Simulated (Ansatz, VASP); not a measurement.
# CuF in VASP and in Ansatz

File INCAR:

```
PREC = Accurate ; ENCUT = 520
EDIFF = 1E-6 ; ISMEAR = -1
SIGMA = 0.02 ; LREAL = F
LASPH = T ; NELM = 60
ALGO = Normal ; ISIF = 2
LWAVE = F ; LCHARG = F
GGA = PE ; NBANDS = 26
```

Contents of KPOINTS:

```
Automatic mesh
0
Gamma
  9 9 4
```

POSCAR

```
CuF
1.0
    2.7897758173      0.0000000000      0.0000000000
   -1.3948879087      2.4160167287      0.0000000000
    0.0000000000      0.0000000000      6.7211226191
Cu F
2 2
Direct
    0.3333333333      0.6666666667      0.0459865616
    0.6666666667      0.3333333333      0.5459865616
    0.3333333333      0.6666666667      0.3290134384
    0.6666666667      0.3333333333      0.8290134384
```

Input for Ansatz:

```yaml
crystal:
  lattice:
    - [2.7897758173, 0.0, 0.0]
    - [-1.3948879087, 2.4160167287, 0.0]
    - [0.0, 0.0, 6.7211226191]
  atoms:
    - { symbol: Cu, position: [0.3333333333, 0.6666666667, 0.0459865616] }
    - { symbol: Cu, position: [0.6666666667, 0.3333333333, 0.5459865616] }
    - { symbol: F, position: [0.3333333333, 0.6666666667, 0.3290134384] }
    - { symbol: F, position: [0.6666666667, 0.3333333333, 0.8290134384] }
kpoints:
  mp_grid: { grid: [9, 9, 4] }
hamiltonian:
  xc: pbe
scf:
  occupations: { method: fermi_dirac, width: 0.02 }
  n_extra_bands: 5
output:
  forces: true
  stress: true
  eigenvalues: true
  write_density: true
  write_potential: true
  elf: true
  volumetric_format: npy
```

Alike in both runs: task single point; functional PBE; k mesh 9 × 9 × 4; occupations fermi-dirac, width 0.02 eV; no spin polarisation.

```csv
,VASP,Ansatz
version,VASP 6.6.1,Ansatz 0.2.0
potentials or method,"VASP PAW PBE potentials, release 64 (Cu, F)","plane waves, PAW"
plane-wave cutoff (eV),520,420
valence electrons in the cell,36,52
```

```csv
,VASP,Ansatz,Ansatz less VASP
pressure (GPa),5.9,5.7,-0.18
"traceless stress, the component that is largest in VASP (GPa)",3.10,2.53,-0.568
rms of the force components (eV/Å),0.019,0.017,-0.0016
```

Atom by atom the forces differ by 0.036 eV/Å (rms over components). VASP's potentials hold 36 valence electrons a cell and Ansatz's 52, so a difference there can come from the potentials and not from the codes.
